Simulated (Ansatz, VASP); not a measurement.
ZrB2: VASP beside Ansatz

```
CELL_PARAMETERS angstrom
3.19665 0.00000 0.00000
-1.59832 2.76838 0.00000
0.00000 0.00000 3.52000
ATOMIC_POSITIONS crystal
Zr 0.00000 0.00000 0.00000
B 0.33333 0.66667 0.50000
B 0.66667 0.33333 0.50000
```

Change from the starting cell: equal xx and yy strain of +1 %.

Alike in both runs: task single point; functional PBE; k mesh 12 × 12 × 9; occupations fermi-dirac, width 0.05 eV; no spin polarisation.

|  | VASP | Ansatz |
| --- | --- | --- |
| version | VASP 6.6.1 | Ansatz 0.2.0 |
| potentials or method | VASP PAW PBE potentials, release 64 (Zr_sv, B), cutoff 500 eV | all-electron LAPW, scalar-relativistic |

```csv
,VASP,Ansatz,Ansatz less VASP
pressure (GPa),-2.3,-2.5,-0.13
"traceless stress, the component that is largest in VASP (GPa)",3.50,3.50,-0.002
```

Ansatz ran all-electron here, and VASP with PAW potentials.
